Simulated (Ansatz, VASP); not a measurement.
## Ta2B2O: VASP beside Ansatz

```xyz
5
Lattice="2.9574 0.0000 0.0000 -1.4787 2.5611 0.0000 0.0000 0.0000 7.0353" Properties=species:S:1:pos:R:3 pbc="T T T"
Ta    1.4787    0.8537    5.4691
Ta    0.0000    1.7074    1.5662
B     1.4787    0.8537    3.2400
B     0.0000    1.7074    3.7953
O     0.0000    0.0000    0.0000
```

Change from the starting cell: species swapped into the Li2CeP2 type (P-3m1, No. 164).

Alike in both runs: functional PBE; k mesh 12 × 12 × 6; occupations gaussian, width 0.1 eV; no spin polarisation.

Ansatz relaxed the structure, and its values are those at the end. VASP's run is a single point on that final structure, the one shown.

|  | VASP | Ansatz |
| --- | --- | --- |
| version | VASP 6.6.1 | Ansatz 0.2.0 |
| potentials or method | VASP PAW PBE potentials, release 64 (Ta_pv, B, O), cutoff 520 eV | scalar-relativistic, plane waves, PAW |
| valence electrons in the cell | 34 | 38 |

|  | VASP | Ansatz | Ansatz less VASP |
| --- | --- | --- | --- |
| gap on the k mesh at the Fermi level (eV) | none | none | - |
| pressure (GPa) | 0.4 | 0.0 | -0.37 |
| rms of the force components (eV/Å) | 0.006 | 0.001 | -0.0050 |

A gap of «none» marks a metal or a gap that the smearing closes. VASP's potentials hold 34 valence electrons a cell and Ansatz's 38, so a difference there can come from the potentials and not from the codes.

Neither program's run includes spin-orbit coupling.
